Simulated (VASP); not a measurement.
Set up this calculation in VASP 6.6.1, as the native input.

```
Task                   : single point
Functional             : PBE
Potentials or basis    : VASP PAW PBE potentials, release 64 (Cl)
Cutoff                 : 520 eV
k mesh                 : 7 × 7 × 4
Occupations            : fermi-dirac, width 0.05 eV
Spin                   : no spin polarisation
Dipole correction      : no
Further INCAR settings : ALGO = Normal; EDIFF = 1e-06; NBANDS = 22
```

The structure of Cl lies in POSCAR:

```
Cl
1.0
    3.1450000000     -2.2500000000      0.0000000000
    3.1450000000      2.2500000000      0.0000000000
    0.0000000000      0.0000000000      8.2100000000
Cl
4
Direct
    0.3867810000      0.6288770000      0.4001610000
    0.1213460000      0.8816780000      0.9015930000
    0.6267500000      0.3675920000      0.6013490000
    0.8681940000      0.1352900000      0.0985940000
```

This cell differs from its parent crystal: atoms moved at random.

The input as run:

INCAR

```
  PREC = Accurate
  ENCUT = 520
  EDIFF = 1E-6
  ISMEAR = -1
  SIGMA = 0.05
  LREAL = F
  LASPH = T
  NELM = 100
  ALGO = Normal
  ISIF = 2
  LWAVE = F
  LCHARG = F
  GGA = PE
  NBANDS = 22
```

KPOINTS

```
Automatic mesh
0
Gamma
  7 7 4
```

Potentials or basis: VASP PAW PBE potentials, release 64 (Cl).

Command:

```console
$ cat potpaw_PBE.64/Cl/POTCAR > POTCAR
$ mpirun -np 1 vasp_std > vasp.out
```

Results of the run:

```json
{
 "Pressure": "1.1 GPa",
 "Largest force": "0.506 eV/Å",
 "Band gap on the k mesh": "2.67 eV, indirect (least direct gap 2.71 eV)"
}
```

Caveat: the cell differs from its parent crystal (atoms moved at random).

Wall time 2.3 min on 1 thread of Oxide Virtual Turin-like Processor, on a shared host, peak memory 0.29 GiB.
